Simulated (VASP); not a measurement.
# Hf (P2_1/m) in VASP: single point with PBE

Aim: the single point of Hf with PBE.

Program: VASP 6.6.1. These are calculated values, not measurements. Logs are shortened: lines on timing, memory, paths and dates and some standing lists are left out, and cuts for length are marked.

### 1 The cell of the first run

It takes space group P2_1/m (No. 11, monoclinic). Conventional cell: a = 3.197 Å, b = 5.058 Å, c = 3.197 Å, α = 90.00°, β = 120.00°, γ = 90.00°. Within 4.0 Å of Hf (site symmetry m) lie 12 Hf at 3.03 to 3.24 Å.

### 2 Single point, PBE (atom 1 (Hf) moved by [0.2, 0.0, 0.0] A)

Input file INCAR:

```
SYSTEM = Hf
PREC = Accurate
ENCUT = 500
EDIFF = 1E-6
ISMEAR = -1
SIGMA = 0.05
LREAL = .False.
LASPH = .True.
NELM = 120
ALGO = Normal
ISIF = 2
LWAVE = .False.
LCHARG = .False.
GGA = PE
NBANDS = 17
GGA_COMPAT = .False.
```

Input file KPOINTS:

```
Automatic mesh
0
Gamma
  13 13 7
  0 0 0
```

Input file POSCAR:

```
Hf
1.0
    3.1966985242      0.0000000000      0.0000000000
   -1.5983492621      2.7684221302      0.0000000000
    0.0000000000      0.0000000000      5.0578000000
Hf
2
Direct
    0.3958978818      0.6666666667      0.2500000000
    0.6666666667      0.3333333333      0.7500000000
```

Potentials or basis: VASP PAW PBE potentials, release 64 (Hf_pv).

Started as:

```sh
cat potpaw_PBE.64/Hf_pv/POTCAR > POTCAR
mpirun -np 1 vasp_std > vasp.out
```

OUTCAR:

```text
SYSTEM = Hf
   PREC = Accurate
   ENCUT = 500
   EDIFF = 1E-6
   ISMEAR = -1
   LREAL = .False.
   LASPH = .True.
   NELM = 120
   ISIF = 2
   GGA = PE

 ion  position               nearest neighbor table
   1  0.396  0.667  0.250-   2 3.03   2 3.03   2 3.14   2 3.14   2 3.24   2 3.24
   2  0.667  0.333  0.750-   1 3.03   1 3.03   1 3.14   1 3.14   1 3.24   1 3.24

  LATTYP: Found a hexagonal cell.
 ALAT       =     3.1966985242
 C/A-ratio  =     1.5821948681

  Lattice vectors:

 A1 = (   3.1966985242,   0.0000000000,   0.0000000000)
 A2 = (  -1.5983492621,   2.7684221302,   0.0000000000)
 A3 = (   0.0000000000,   0.0000000000,   5.0578000000)

Analysis of symmetry for initial positions (statically):
=====================================================================
 Subroutine PRICEL returns:
 Original cell was already a primitive cell.

 Routine SETGRP: Setting up the symmetry group for a
 hexagonal supercell.

 Subroutine GETGRP returns: Found  4 space group operations
 (whereof  1 operations were pure point group operations)
 out of a pool of 24 trial point group operations.

The static configuration has the point symmetry C_1 .
 The point group associated with its full space group is C_2h.

Analysis of symmetry for dynamics (positions and initial velocities):
=====================================================================
 Subroutine PRICEL returns:
 Original cell was already a primitive cell.

 Routine SETGRP: Setting up the symmetry group for a
 hexagonal supercell.

 Subroutine GETGRP returns: Found  4 space group operations
 (whereof  1 operations were pure point group operations)
 out of a pool of 24 trial point group operations.

The dynamic configuration has the point symmetry C_1 .
 The point group associated with its full space group is C_2h.

 Subroutine INISYM returns: Found  4 space group operations
 (whereof  1 operations are pure point group operations),
 and found     1 'primitive' translations

----------------------------------------------------------------------------------------

                                     Primitive cell

  volume of cell :      44.7606

  direct lattice vectors                    reciprocal lattice vectors
     3.196698524  0.000000000  0.000000000     0.312822743  0.180608295  0.000000000
    -1.598349262  2.768422130  0.000000000     0.000000000  0.361216589  0.000000000
     0.000000000  0.000000000  5.057800000     0.000000000  0.000000000  0.197714421

  length of vectors
     3.196698524  3.196698524  5.057800000     0.361216589  0.361216589  0.197714421

  position of ions in fractional coordinates (direct lattice)
     0.395897882  0.666666667  0.250000000
     0.666666667  0.333333333  0.750000000

  ion indices of the primitive-cell ions
   primitive index   ion index
                 1           1
                 2           2

----------------------------------------------------------------------------------------

 KPOINTS: Automatic mesh

Automatic generation of k-mesh.
 Grid dimensions read from file:
 generate k-points for:   13   13    7

 Generating k-lattice:

  Cartesian coordinates                     Fractional coordinates (reciprocal lattice)
     0.024063288  0.013892946  0.000000000     0.076923077  0.000000000  0.000000000
     0.000000000  0.027785891  0.000000000     0.000000000  0.076923077  0.000000000
     0.000000000  0.000000000  0.028244917     0.000000000  0.000000000  0.142857143

  Length of vectors
     0.027785891  0.027785891  0.028244917

  Shift w.r.t. Gamma in fractional coordinates (k-lattice)
     0.000000000  0.000000000  0.000000000

 Subroutine IBZKPT returns following result:
 ===========================================

 Found    340 irreducible k-points:

 Following reciprocal coordinates:
            Coordinates               Weight
  0.000000  0.000000  0.000000      1.000000
  0.076923 -0.000000  0.000000      2.000000
  0.000000  0.076923  0.000000      2.000000
 -0.076923  0.076923  0.000000      2.000000
  0.153846  0.000000  0.000000      2.000000
  0.000000  0.153846  0.000000      2.000000
[... 16 lines left out ...]
  0.153846  0.076923  0.000000      2.000000
 -0.076923  0.230769  0.000000      2.000000
 [... further k-points ...]
   k-points           NKPTS =    340   k-points in BZ     NKDIM =    340   number of bands    NBANDS=     17
   number of dos      NEDOS =    301   number of ions     NIONS =      2
   total plane-waves  NPLWV =  23040
   dimension x,y,z NGX =    24 NGY =   24 NGZ =   40
   dimension x,y,z NGXF=    48 NGYF=   48 NGZF=   80
   ions per type =               2
   NGX,Y,Z   is equivalent  to a cutoff of  12.48, 12.48, 13.15 a.u.
   NGXF,Y,Z  is equivalent  to a cutoff of  24.96, 24.96, 26.30 a.u.
 SYSTEM =  Hf
   PREC   = accura    normal or accurate (medium, high low for compatibility)
   ISTART =      0    job   : 0-new  1-cont  2-samecut
   ICHARG =      2    charge: 1-file 2-atom 10-const
   ISPIN  =      1    spin polarized calculation?
   LNONCOLLINEAR =      F non collinear calculations
   LSORBIT =      F    spin-orbit coupling
   LASPH  =      T    aspherical Exc in radial PAW
   ENCUT  =  500.0 eV  36.75 Ry    6.06 a.u.   5.83  5.83  9.22*2*pi/ulx,y,z
   NELM   =    120;   NELMIN=  2; NELMDL= -5     # of ELM steps
   EDIFF  = 0.1E-05   stopping-criterion for ELM
   LREAL  =      F    real-space projection
   EDIFFG = 0.1E-04   stopping-criterion for IOM
   NSW    =      0    number of steps for IOM
   IBRION =     -1    ionic relax: 0-MD 1-quasi-New 2-CG
   NFREE  =      0    steps in history (QN), initial steepest desc. (CG)
   ISIF   =      2    stress and relaxation
   ISYM   =      2    0-nonsym 1-usesym 2-fastsym
   POTIM  = 0.5000    time-step for ionic-motion
   TEBEG  =    0.0;   TEEND  =   0.0 temperature during run
   PSTRESS=    0.0 pullay stress
   NELECT =      20.0000    total number of electrons
   NUPDOWN=      -1.0000    fix difference up-down
   EMIN   =  10.00;   EMAX   =-10.00  energy-range for DOS
   EFERMI =   0.00;   METHOD = LEGACY
   ISMEAR =    -1;   SIGMA  =   0.05  broadening in eV -4-tet -1-fermi 0-gaus
   EFERMI_NEDOS =   21; number of points for ismear=-14 and -15
   IALGO  =     38    algorithm
   IMIX   =      4    mixing-type and parameters
     AMIX     =   0.40;   BMIX     =  1.00
     AMIX_MAG =   1.60;   BMIX_MAG =  1.00
  volume/ion in A,a.u.               =      22.38       151.03
  Fermi-wavevector in a.u.,A,eV,Ry     =   1.251564  2.365112 21.312324  1.566412
  Thomas-Fermi vector in A             =   2.385505
   LORBIT       =      0    0 simple, 1 ext, 2 COOP (PROOUT), +10 PAW based schemes
   GGA     = PE    functional components
   LHFCALC =     F    Hartree Fock is set to
   AEXX    =    0.0000 exact exchange contribution
   IVDW    =     0    specifies the selected vdW correction
   LEPSILON=     F    determine dielectric tensor
   LRPA    =     F    only Hartree local field effects (RPA)
 non-spin polarized calculation
  energy-cutoff  :      500.00
  volume of cell :       44.76
 maximum number of plane-waves:      1152
   NGX = 11   NGY = 11   NGZ = 19

 number of electron      20.0000004 magnetization

 Free energy of the ion-electron system (eV)
  ---------------------------------------------------
  ext. energy  EPLUGINS =         0.00000000
  ---------------------------------------------------
  free energy    TOTEN  =       -19.81472620 eV

  energy without entropy =      -19.80018802  energy(sigma->0) =      -19.80745711

 E-fermi :   4.8828     XC(G=0): -11.2802

 val. band max:        4.8771013578   @ k =   0.4615   0.3077   0.4286
 cond. band min:       4.8850631073   @ k =   0.4615   0.3846   0.4286
 fundamental gap:      0.0079617495
 Fermi energy:         4.8828470387

 k-point     1 :       0.0000    0.0000    0.0000
  band No.  band energies     occupation
      1     -26.1736      2.00000
      2     -25.4459      2.00000
      3     -25.3868      2.00000
      4     -25.3187      2.00000
      5     -25.2820      2.00000
      6     -25.2679      2.00000
[... 9 lines left out ...]
     16       8.1148      0.00000
     17       9.5660      0.00000

 k-point     2 :       0.0769   -0.0000    0.0000
  band No.  band energies     occupation
      1     -26.1604      2.00000
      2     -25.4576      2.00000
      3     -25.4198      2.00000
      4     -25.3494      2.00000
      5     -25.2867      2.00000
      6     -25.2747      2.00000
[... 9 lines left out ...]
     16       7.8378      0.00000
     17      10.0774      0.00000

 k-point     3 :       0.0000    0.0769    0.0000
  band No.  band energies     occupation
      1     -26.1583      2.00000
      2     -25.4693      2.00000
      3     -25.4067      2.00000
      4     -25.3413      2.00000
      5     -25.2891      2.00000
      6     -25.2845      2.00000
[... 9 lines left out ...]
     16       7.8734      0.00000
     17       9.8384      0.00000

 k-point     4 :      -0.0769    0.0769    0.0000
  band No.  band energies     occupation
      1     -26.1568      2.00000
      2     -25.4761      2.00000
      3     -25.4016      2.00000
      4     -25.3259      2.00000
      5     -25.2984      2.00000
      6     -25.2907      2.00000
[... 9 lines left out ...]
     16       7.8428      0.00000
     17       9.8154      0.00000

 k-point     5 :       0.1538    0.0000    0.0000
  band No.  band energies     occupation
      1     -26.1229      2.00000
      2     -25.5251      2.00000
      3     -25.4764      2.00000
      4     -25.4336      2.00000
      5     -25.3008      2.00000
      6     -25.2916      2.00000
[... 9 lines left out ...]
     16       7.7760      0.00000
     17      10.8374      0.00000

 k-point     6 :       0.0000    0.1538    0.0000
  band No.  band energies     occupation
      1     -26.1142      2.00000
      2     -25.5481      2.00000
      3     -25.4477      2.00000
      4     -25.4242      2.00000
      5     -25.3103      2.00000
      6     -25.3079      2.00000
[... 9 lines left out ...]
     16       7.7738      0.00000
     17      10.3021      0.00000

 k-point     7 :      -0.1538    0.1538    0.0000
  band No.  band energies     occupation
      1     -26.1080      2.00000
      2     -25.5611      2.00000
      3     -25.4374      2.00000
      4     -25.4069      2.00000
      5     -25.3234      2.00000
      6     -25.3172      2.00000
[... 9 lines left out ...]
     16       7.5280      0.00000
     17      10.2711      0.00000

 k-point     8 :       0.2308    0.0000    0.0000
  band No.  band energies     occupation
      1     -26.0668      2.00000
      2     -25.6595      2.00000
      3     -25.5514      2.00000
      4     -25.5134      2.00000
      5     -25.3236      2.00000
      6     -25.3148      2.00000
[... 9 lines left out ...]
     16       8.4892      0.00000
     17      11.1513      0.00000
[... 203 lines left out ...]
      1     -25.9720      2.00000
      2     -25.8472      2.00000
      3     -25.7180      2.00000
      4     -25.5980      2.00000
      5     -25.5800      2.00000
      6     -25.3869      2.00000
[... 9 lines left out ...]
     16      11.2342      0.00000
     17      11.2867      0.00000

 k-point    20 :       0.0769    0.0769    0.0000
  band No.  band energies     occupation
      1     -26.1342      2.00000
      2     -25.4940      2.00000
      3     -25.4692      2.00000
      4     -25.4022      2.00000
      5     -25.2970      2.00000
      6     -25.2898      2.00000
[... 9 lines left out ...]
     16       7.6237      0.00000
     17      10.6962      0.00000

 k-point    21 :      -0.0769    0.1538    0.0000
  band No.  band energies     occupation
      1     -26.1236      2.00000
      2     -25.5308      2.00000
      3     -25.4363      2.00000
      4     -25.3611      2.00000
      5     -25.3286      2.00000
      6     -25.3088      2.00000
[... 9 lines left out ...]
     16       7.6234      0.00000
     17       9.9297      0.00000

 k-point    22 :      -0.1538    0.0769    0.0000
  band No.  band energies     occupation
      1     -26.1298      2.00000
      2     -25.5152      2.00000
      3     -25.4545      2.00000
      4     -25.3823      2.00000
      5     -25.3038      2.00000
      6     -25.3018      2.00000
[... 9 lines left out ...]
     16       7.5285      0.00000
     17      10.3531      0.00000

 k-point    23 :       0.1538    0.0769    0.0000
  band No.  band energies     occupation
      1     -26.0882      2.00000
      2     -25.5893      2.00000
      3     -25.5494      2.00000
      4     -25.4715      2.00000
      5     -25.3146      2.00000
      6     -25.3137      2.00000
[... 9 lines left out ...]
     16       8.1945      0.00000
     17      11.2366      0.00000

 k-point    24 :      -0.0769    0.2308    0.0000
  band No.  band energies     occupation
      1     -26.0646      2.00000
      2     -25.6209      2.00000
      3     -25.5286      2.00000
      4     -25.4335      2.00000
      5     -25.3438      2.00000
      6     -25.3405      2.00000
[... 9 lines left out ...]
     16       8.3408      0.00000
     17      10.1996      0.00000

 [... further k-points ...]

------------------------ aborting loop because EDIFF is reached ----------------------------------------

  FORCE on cell =-STRESS in cart. coord.  units (eV):
  Direction    XX          YY          ZZ          XY          YZ          ZX
  --------------------------------------------------------------------------------------
  -------------------------------------------------------------------------------------
  Total        0.0609925     -0.0484329      0.1668880     -0.4999163      0.0000000      0.0000000
  in kB        2.1831895     -1.7336260      5.9736525    -17.8941985      0.0000000      0.0000000
  external PRESSURE =       2.1410720 kB  Pullay stress =       0.0000000 kB

 VOLUME and BASIS-vectors are now :
 -----------------------------------------------------------------------------
  energy-cutoff  :      500.00
  volume of cell :       44.76
      direct lattice vectors                 reciprocal lattice vectors
     3.196698524  0.000000000  0.000000000     0.312822743  0.180608295  0.000000000
    -1.598349262  2.768422130  0.000000000     0.000000000  0.361216589  0.000000000
     0.000000000  0.000000000  5.057800000     0.000000000  0.000000000  0.197714421

 POSITION                                       TOTAL-FORCE (eV/Angst)
 -----------------------------------------------------------------------------------
      0.20000      1.84561      1.26445        -0.405498      0.033767      0.000000
      1.59835      0.92281      3.79335         0.405498     -0.033767      0.000000
 -----------------------------------------------------------------------------------
    total drift:                               -0.000000     -0.000000      0.000000

  FREE ENERGIE OF THE ION-ELECTRON SYSTEM (eV)
  ---------------------------------------------------
  free  energy   TOTEN  =       -19.8147261990 eV

  energy  without entropy=      -19.8001880199  energy(sigma->0) =      -19.80745711
```

Run time: 2.2 min. Hardware: 1 thread of AMD EPYC 9R45 (Zen 5), shared host; peak memory 0.28 GiB.

Results:

| Item | Value |
| --- | --- |
| Free energy | -19.8147 eV |
| Pressure | 0.2 GPa |
| Largest force | 0.407 eV/Å |
| Band gap on the k mesh | zero (bands 10 and 11 overlap by 1.58 eV) |

Forces on the atoms (eV/Å):
```
Hf  -0.405  0.034  0.000
Hf   0.405 -0.034  0.000
```

Caveat: the cell differs from its parent crystal (atom 1 (Hf) moved by [0.2, 0.0, 0.0] A); spin-orbit coupling is left out, which moves the levels of the heavy elements.
